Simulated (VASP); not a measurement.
# Si10H4Cl in VASP: notebook

The runs below take Si10H4Cl through single point, with PBE.

Everything below comes from runs of VASP 6.6.1. Logs are shortened: lines on timing, memory, paths and dates and some standing lists are left out, and cuts for length are marked.

**1. The cell of the first run**

The cell holds a slab with vacuum, 30 atoms: a = 7.679 Å, b = 7.679 Å, c = 17.256 Å, α = 90.00°, β = 90.00°, γ = 90.00°.

**2. Single point, PBE**

The input, INCAR:

```
PREC = Accurate
ENCUT = 520
EDIFF = 1E-7
ISMEAR = -1
SIGMA = 0.05
LREAL = Auto
LASPH = True
NELM = 100
ALGO = Normal
ISIF = 2
LWAVE = False
LCHARG = False
GGA = PE
NBANDS = 72
```

The input, KPOINTS:

```
Automatic mesh
0
Gamma
  2 2 1
```

The input, POSCAR:

```
Si10H4Cl
1.0
    7.6791800000      0.0000000000      0.0000000000
    0.0000000000      7.6791800000      0.0000000000
    0.0000000000      0.0000000000     17.2555000000
H Si Cl
8 20 2
Direct
    0.4093926695      0.0000000000      0.0579525369
    0.0906086327      0.0000000000      0.0579525369
    0.9093939718      0.0000000000      0.0579525369
    0.5906099349      0.0000000000      0.0579525369
    0.4093926695      0.5000013022      0.0579525369
    0.0906086327      0.5000013022      0.0579525369
    0.9093939718      0.5000013022      0.0579525369
    0.5906099349      0.5000013022      0.0579525369
    0.2500006511      0.0000000000      0.1081104575
    0.7500019533      0.0000000000      0.1081104575
    0.2500006511      0.5000013022      0.1081104575
    0.7500019533      0.5000013022      0.1081104575
    0.2397261166      0.2664086530      0.1877314479
    0.7464078196      0.2529436737      0.1804815856
    0.2264043817      0.7622558659      0.1970907826
    0.7380345297      0.7521115536      0.1992582075
   -0.0107693790      0.2207787811      0.2634870041
    0.4954825906      0.2507819845      0.2633015560
   -0.0155485351      0.7481007087      0.2757613515
    0.4908336567      0.7475667975      0.2733215497
    0.0099099123      0.0005208889      0.3526353916
    0.5074630364      0.0108344901      0.3557300571
   -0.0141942239      0.4870441896      0.3398916288
    0.4742303215      0.4803116999      0.3397583379
    0.2490239843      0.0773129423      0.4364289647
    0.7482309309      0.1109493462      0.4088203761
    0.2400256277      0.3537487075      0.3849844977
    0.7416807524      0.4242119601      0.4053490192
    0.7600290656      0.1218359252      0.5257222335
    0.6872608794      0.5440033962      0.5079713714
```

Potentials or basis: VASP PAW PBE potentials, release 64 (H, Si, Cl).

Started as:

```console
> cat potpaw_PBE.64/H/POTCAR potpaw_PBE.64/Si/POTCAR potpaw_PBE.64/Cl/POTCAR > POTCAR
> mpirun -np 1 vasp_std > vasp.out
```

OUTCAR:

```text
PREC = Accurate
   ENCUT = 520
   EDIFF = 1E-7
   ISMEAR = -1
   LREAL = Auto
   LASPH = True
   NELM = 100
   ISIF = 2
   GGA = PE

 ion  position               nearest neighbor table
   1  0.409  0.000  0.058-   9 1.50
   2  0.091  0.000  0.058-   9 1.50
   3  0.909  0.000  0.058-  10 1.50
   4  0.591  0.000  0.058-  10 1.50
   5  0.409  0.500  0.058-  11 1.50
   6  0.091  0.500  0.058-  11 1.50
   7  0.909  0.500  0.058-  12 1.50
   8  0.591  0.500  0.058-  12 1.50
   9  0.250  0.000  0.108-   1 1.50   2 1.50  15 2.39  13 2.47
  10  0.750  0.000  0.108-   4 1.50   3 1.50  14 2.31  16 2.47
  11  0.250  0.500  0.108-   5 1.50   6 1.50  13 2.26  15 2.54
  12  0.750  0.500  0.108-   8 1.50   7 1.50  14 2.27  16 2.50
  13  0.240  0.266  0.188-  11 2.26  17 2.35  18 2.36   9 2.47
  14  0.746  0.253  0.180-  12 2.27  10 2.31  17 2.36  18 2.40
  15  0.226  0.762  0.197-  19 2.30   9 2.39  20 2.42  11 2.54
  16  0.738  0.752  0.199-  20 2.29  19 2.31  10 2.47  12 2.50
  17  0.989  0.221  0.263-  21 2.29  13 2.35  14 2.36  23 2.43  27 3.02
  18  0.495  0.251  0.263-  24 2.21  13 2.36  14 2.40  22 2.44  27 2.98
  19  0.984  0.748  0.276-  23 2.29  15 2.30  16 2.31  21 2.36
  20  0.491  0.748  0.273-  16 2.29  24 2.35  15 2.42  22 2.47
  21  0.010  0.001  0.353-  17 2.29  19 2.36  26 2.39  25 2.41
  22  0.507  0.011  0.356-  26 2.20  18 2.44  20 2.47  25 2.48
  23  0.986  0.487  0.340-  28 2.24  19 2.29  27 2.34  17 2.43
  24  0.474  0.480  0.340-  27 2.19  18 2.21  20 2.35  28 2.38
  25  0.249  0.077  0.436-  27 2.30  21 2.41  22 2.48
  26  0.748  0.111  0.409-  29 2.02  22 2.20  21 2.39  28 2.41
  27  0.240  0.354  0.385-  24 2.19  25 2.30  23 2.34  18 2.98  17 3.02
  28  0.742  0.424  0.405-  30 2.04  23 2.24  24 2.38  26 2.41
  29  0.760  0.122  0.526-  26 2.02
  30  0.687  0.544  0.508-  28 2.04

  LATTYP: Found a simple tetragonal cell.
 ALAT       =     7.6791800000
 C/A-ratio  =     2.2470498152

  Lattice vectors:

 A1 = (   7.6791800000,   0.0000000000,   0.0000000000)
 A2 = (   0.0000000000,   7.6791800000,   0.0000000000)
 A3 = (   0.0000000000,   0.0000000000,  17.2555000000)

Analysis of symmetry for initial positions (statically):
=====================================================================
 Subroutine PRICEL returns:
 Original cell was already a primitive cell.

 Routine SETGRP: Setting up the symmetry group for a
 simple tetragonal supercell.

 Subroutine GETGRP returns: Found  1 space group operations
 (whereof  1 operations were pure point group operations)
 out of a pool of 16 trial point group operations.

The static configuration has the point symmetry C_1 .

Analysis of symmetry for dynamics (positions and initial velocities):
=====================================================================
 Subroutine PRICEL returns:
 Original cell was already a primitive cell.

 Routine SETGRP: Setting up the symmetry group for a
 simple tetragonal supercell.

 Subroutine GETGRP returns: Found  1 space group operations
 (whereof  1 operations were pure point group operations)
 out of a pool of 16 trial point group operations.

The dynamic configuration has the point symmetry C_1 .

 Subroutine INISYM returns: Found  1 space group operations
 (whereof  1 operations are pure point group operations),
 and found     1 'primitive' translations

----------------------------------------------------------------------------------------

                                     Primitive cell

  volume of cell :    1017.5535

  direct lattice vectors                    reciprocal lattice vectors
     7.679180000  0.000000000  0.000000000     0.130222237  0.000000000  0.000000000
     0.000000000  7.679180000  0.000000000     0.000000000  0.130222237  0.000000000
     0.000000000  0.000000000 17.255500000     0.000000000  0.000000000  0.057952537

  length of vectors
     7.679180000  7.679180000 17.255500000     0.130222237  0.130222237  0.057952537

  position of ions in fractional coordinates (direct lattice)
     0.409392670  0.000000000  0.057952537
     0.090608633  0.000000000  0.057952537
     0.909393972  0.000000000  0.057952537
     0.590609935  0.000000000  0.057952537
     0.409392670  0.500001302  0.057952537
     0.090608633  0.500001302  0.057952537
[... 22 lines left out ...]
     0.760029066  0.121835925  0.525722233
     0.687260879  0.544003396  0.507971371

  ion indices of the primitive-cell ions
   primitive index   ion index
                 1           1
                 2           2
                 3           3
                 4           4
                 5           5
                 6           6
[... 22 lines left out ...]
                29          29
                30          30

----------------------------------------------------------------------------------------

 KPOINTS: Automatic mesh

Automatic generation of k-mesh.
 Grid dimensions read from file:
 generate k-points for:    2    2    1

 Generating k-lattice:

  Cartesian coordinates                     Fractional coordinates (reciprocal lattice)
     0.065111119  0.000000000  0.000000000     0.500000000  0.000000000  0.000000000
     0.000000000  0.065111119  0.000000000     0.000000000  0.500000000  0.000000000
     0.000000000  0.000000000  0.057952537     0.000000000  0.000000000  1.000000000

  Length of vectors
     0.065111119  0.065111119  0.057952537

  Shift w.r.t. Gamma in fractional coordinates (k-lattice)
     0.000000000  0.000000000  0.000000000

 Subroutine IBZKPT returns following result:
 ===========================================

 Found      4 irreducible k-points:

 Following reciprocal coordinates:
            Coordinates               Weight
  0.000000  0.000000  0.000000      1.000000
  0.500000  0.000000  0.000000      1.000000
  0.000000  0.500000  0.000000      1.000000
  0.500000  0.500000  0.000000      1.000000
   k-points           NKPTS =      4   k-points in BZ     NKDIM =      4   number of bands    NBANDS=     72
   number of dos      NEDOS =    301   number of ions     NIONS =     30
   total plane-waves  NPLWV = 460800
   dimension x,y,z NGX =    60 NGY =   60 NGZ =  128
   dimension x,y,z NGXF=   120 NGYF=  120 NGZF=  256
   ions per type =               8  20   2
   NGX,Y,Z   is equivalent  to a cutoff of  12.99, 12.99, 12.33 a.u.
   NGXF,Y,Z  is equivalent  to a cutoff of  25.98, 25.98, 24.66 a.u.
 SYSTEM =  unknown system
   PREC   = accura    normal or accurate (medium, high low for compatibility)
   ISTART =      0    job   : 0-new  1-cont  2-samecut
   ICHARG =      2    charge: 1-file 2-atom 10-const
   ISPIN  =      1    spin polarized calculation?
   LNONCOLLINEAR =      F non collinear calculations
   LSORBIT =      F    spin-orbit coupling
   LASPH  =      T    aspherical Exc in radial PAW
   ENCUT  =  520.0 eV  38.22 Ry    6.18 a.u.  14.28 14.28 32.08*2*pi/ulx,y,z
   NELM   =    100;   NELMIN=  2; NELMDL= -5     # of ELM steps
   EDIFF  = 0.1E-06   stopping-criterion for ELM
   LREAL  =      T    real-space projection
   EDIFFG = 0.1E-05   stopping-criterion for IOM
   NSW    =      0    number of steps for IOM
   IBRION =     -1    ionic relax: 0-MD 1-quasi-New 2-CG
   NFREE  =      0    steps in history (QN), initial steepest desc. (CG)
   ISIF   =      2    stress and relaxation
   ISYM   =      2    0-nonsym 1-usesym 2-fastsym
   POTIM  = 0.5000    time-step for ionic-motion
   TEBEG  =    0.0;   TEEND  =   0.0 temperature during run
   PSTRESS=    0.0 pullay stress
   NELECT =     102.0000    total number of electrons
   NUPDOWN=      -1.0000    fix difference up-down
   EMIN   =  10.00;   EMAX   =-10.00  energy-range for DOS
   EFERMI =   0.00;   METHOD = LEGACY
   ISMEAR =    -1;   SIGMA  =   0.05  broadening in eV -4-tet -1-fermi 0-gaus
   EFERMI_NEDOS =   21; number of points for ismear=-14 and -15
   IALGO  =     38    algorithm
   IMIX   =      4    mixing-type and parameters
     AMIX     =   0.40;   BMIX     =  1.00
     AMIX_MAG =   1.60;   BMIX_MAG =  1.00
  volume/ion in A,a.u.               =      33.92       228.89
  Fermi-wavevector in a.u.,A,eV,Ry     =   0.760482  1.437103  7.868704  0.578333
  Thomas-Fermi vector in A             =   1.859510
   LORBIT       =      0    0 simple, 1 ext, 2 COOP (PROOUT), +10 PAW based schemes
   GGA     = PE    functional components
   LHFCALC =     F    Hartree Fock is set to
   AEXX    =    0.0000 exact exchange contribution
   IVDW    =     0    specifies the selected vdW correction
   LEPSILON=     F    determine dielectric tensor
   LRPA    =     F    only Hartree local field effects (RPA)
 non-spin polarized calculation
  energy-cutoff  :      520.00
  volume of cell :     1017.55
 maximum number of plane-waves:     27424
 NGX is ok and might be reduce to    60
   NGX = 29   NGY = 29   NGZ = 65

 number of electron     102.0000001 magnetization

 Free energy of the ion-electron system (eV)
  ---------------------------------------------------
  ext. energy  EPLUGINS =         0.00000000
  ---------------------------------------------------
  free energy    TOTEN  =      -134.89796527 eV

  energy without entropy =     -134.89676014  energy(sigma->0) =     -134.89736270

 E-fermi :  -0.2410     XC(G=0):  -5.1563

 val. band max:       -0.5641401936   @ k =   0.5000   0.0000   0.0000
 cond. band min:       0.0522515704   @ k =   0.0000   0.0000   0.0000
 fundamental gap:      0.6163917640
 Fermi energy:        -0.2410380029

 k-point     1 :       0.0000    0.0000    0.0000
  band No.  band energies     occupation
      1     -16.4599      2.00000
      2     -16.1587      2.00000
      3     -11.9825      2.00000
      4     -10.6804      2.00000
      5     -10.2634      2.00000
      6      -9.9620      2.00000
[... 55 lines left out ...]
     62       2.2995      0.00000
     63       2.5094      0.00000

 k-point     2 :       0.5000    0.0000    0.0000
  band No.  band energies     occupation
      1     -16.4595      2.00000
      2     -16.1586      2.00000
      3     -11.5237      2.00000
      4     -11.3900      2.00000
      5     -10.2249      2.00000
      6     -10.1465      2.00000
[... 55 lines left out ...]
     62       2.6598      0.00000
     63       2.7101      0.00000

 k-point     3 :       0.0000    0.5000    0.0000
  band No.  band energies     occupation
      1     -16.4501      2.00000
      2     -16.1700      2.00000
      3     -11.7407      2.00000
      4     -11.0743      2.00000
      5     -10.3234      2.00000
      6      -9.8912      2.00000
[... 55 lines left out ...]
     62       2.5998      0.00000
     63       2.6964      0.00000

 k-point     4 :       0.5000    0.5000    0.0000
  band No.  band energies     occupation
      1     -16.4497      2.00000
      2     -16.1699      2.00000
      3     -11.3213      2.00000
      4     -11.0739      2.00000
      5     -10.7062      2.00000
      6     -10.3588      2.00000
[... 55 lines left out ...]
     62       3.0977      0.00000
     63       3.1889      0.00000
 [bands above 63 left out]

------------------------ aborting loop because EDIFF is reached ----------------------------------------

  FORCE on cell =-STRESS in cart. coord.  units (eV):
  Direction    XX          YY          ZZ          XY          YZ          ZX
  --------------------------------------------------------------------------------------
  -------------------------------------------------------------------------------------
  Total       21.7511016      4.8163898      7.7000628      3.6607928     -4.0223067     -0.0476730
  in kB       34.2479513      7.5835922     12.1240469      5.7640599     -6.3332775     -0.0750629
  external PRESSURE =      17.9851968 kB  Pullay stress =       0.0000000 kB

 VOLUME and BASIS-vectors are now :
 -----------------------------------------------------------------------------
  energy-cutoff  :      520.00
  volume of cell :     1017.55
      direct lattice vectors                 reciprocal lattice vectors
     7.679180000  0.000000000  0.000000000     0.130222237  0.000000000  0.000000000
     0.000000000  7.679180000  0.000000000     0.000000000  0.130222237  0.000000000
     0.000000000  0.000000000 17.255500000     0.000000000  0.000000000  0.057952537

 POSITION                                       TOTAL-FORCE (eV/Angst)
 -----------------------------------------------------------------------------------
      3.14380      0.00000      1.00000        -0.578243     -0.205728      0.104142
      0.69580      0.00000      1.00000         0.657529     -0.076080     -0.081974
      6.98340      0.00000      1.00000        -0.555948     -0.187271      0.090797
      4.53540      0.00000      1.00000         0.635014     -0.186573     -0.039686
      3.14380      3.83960      1.00000        -0.579980      0.066687      0.129300
      0.69580      3.83960      1.00000         0.645471      0.018090     -0.043146
[... 22 lines left out ...]
      5.83640      0.93560      9.07160         0.040528     -0.772650      1.710046
      5.27760      4.17750      8.76530         0.244208      0.461688      0.922457
 -----------------------------------------------------------------------------------
    total drift:                                0.004656      0.000358      0.034767

  FREE ENERGIE OF THE ION-ELECTRON SYSTEM (eV)
  ---------------------------------------------------
  free  energy   TOTEN  =      -134.8979652656 eV

  energy  without entropy=     -134.8967601395  energy(sigma->0) =     -134.89736270
```

Run time: 9.1 min. Hardware: 1 thread of AMD EPYC 9R45 (Zen 5), shared host; peak memory 0.92 GiB.

Results:

```yaml
Free_energy: -134.8980 eV
Largest_force: 2.934 eV/Å
Band_gap_on_the_k_mesh: 0.62 eV (least direct gap 0.72 eV)
```

Forces on the atoms (eV/Å):
```
H   -0.578 -0.206  0.104
H    0.658 -0.076 -0.082
H   -0.556 -0.187  0.091
H    0.635 -0.187 -0.040
H   -0.580  0.067  0.129
H    0.645  0.018 -0.043
H   -0.599  0.191  0.030
H    0.623  0.102  0.021
Si  -0.431  0.795  0.756
Si  -0.308 -0.435  0.364
Si  -0.436  1.445  0.424
Si   0.050  0.964  0.287
Si   0.314 -2.045 -0.271
Si  -0.227 -0.505  0.766
Si   1.356 -0.585 -1.342
Si   0.237 -0.126 -1.904
Si   0.026  1.336 -0.894
Si   0.176 -1.715 -1.376
Si   0.264  0.456  0.138
Si  -1.126  0.637  0.595
Si  -0.139  0.075  0.554
Si  -2.287 -0.475 -1.235
Si   0.722 -0.519  0.019
Si   2.077  2.039  0.373
Si   0.327 -0.276 -0.186
Si   1.584  0.542 -0.054
Si  -1.383 -0.438  0.658
Si  -1.326 -0.583 -0.518
Cl   0.041 -0.773  1.710
Cl   0.244  0.462  0.922
```

Caveat: there is no dipole correction, which matters where the two faces differ; semilocal functionals underestimate gaps, and a narrow one can read as zero.

(Continued in part 2 of 2.)
